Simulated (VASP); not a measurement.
Here is a VASP 6.6.1 calculation.

INCAR

```
SYSTEM = NaF
PREC = Accurate ; ENCUT = 520
EDIFF = 1E-6 ; ISMEAR = -1
SIGMA = 0.05 ; LREAL = .FALSE.
LASPH = .TRUE. ; NELM = 100
ALGO = Normal ; ISIF = 2
LWAVE = .FALSE. ; LCHARG = .FALSE.
GGA = PE ; NBANDS = 14
```

Contents of KPOINTS:

```
regular mesh
0
G
  16 16 16
  0 0 0
```

The input POSCAR:

```
NaF
1.0
    0.0000000000      2.3389041870      2.3740753131
    2.3389041870      0.0000000000      2.3740753131
    2.3389041870      2.3389041870      0.0000000000
Na F
1 1
Direct
    0.0000000000      0.0000000000      0.0000000000
    0.5000000000      0.5000000000      0.5000000000
```

Potentials or basis: VASP PAW PBE potentials, release 64 (Na_pv, F).

Command:

```console
$ cat potpaw_PBE.64/Na_pv/POTCAR potpaw_PBE.64/F/POTCAR > POTCAR
$ mpirun -np 1 vasp_std > vasp.out
```

Question: Predict the pressure.

Answer: -0.1 GPa.

Question: What does it give for the band gap on the k mesh?

Answer: 6.07 eV.

Stress tensor (GPa, compression positive):
```
 0.20  0.00  0.00
 0.00  0.20  0.00
 0.00  0.00 -0.81
```

 A k mesh can miss the band edges.
